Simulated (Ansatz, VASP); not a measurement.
## Co: VASP beside Ansatz

```xyz
2
Lattice="2.5515 0.0000 0.0000 0.0000 2.5515 0.0000 0.0000 0.0000 3.6065" Properties=species:S:1:pos:R:3 pbc="T T T"
Co    0.0000    0.0000    0.0000
Co    1.2758    1.2758    1.8032
```

Alike in both runs: task single point; functional revPBE; k mesh 14 × 14 × 10; occupations fermi-dirac, width 0.05 eV; collinear spin.

|  | VASP | Ansatz |
| --- | --- | --- |
| version | VASP 6.6.1 | Ansatz 0.2.0 |
| potentials or method | VASP PAW PBE potentials, release 64 (Co), cutoff 520 eV | plane waves (420 eV) with PAW, scalar-relativistic |
| valence electrons in the cell | 18 | 34 |

Ansatz gave:

| Item | Value |
| --- | --- |
| pressure (GPa) | -8.8 |
| traceless stress, the component that is largest in VASP (GPa) | -0.13 |
| net moment per atom (μB) | 1.73 |
| size of the moment on the site where the two differ most (μB) | 1.81 |

Question: Estimate VASP's values.

Answer: Pressure (GPa): -9.1; traceless stress, the component that is largest in VASP (GPa): -0.12; net moment per atom (μB): 1.72; size of the moment on the site where the two differ most (μB): 1.76.

VASP's potentials were made for PBE, not for revPBE. Site moments also hang on the region over which each program counts them. With one functional, cell and mesh, what is left measures potentials, basis and numerics. VASP's potentials hold 18 valence electrons a cell and Ansatz's 34, so a difference there can come from the potentials and not from the codes.
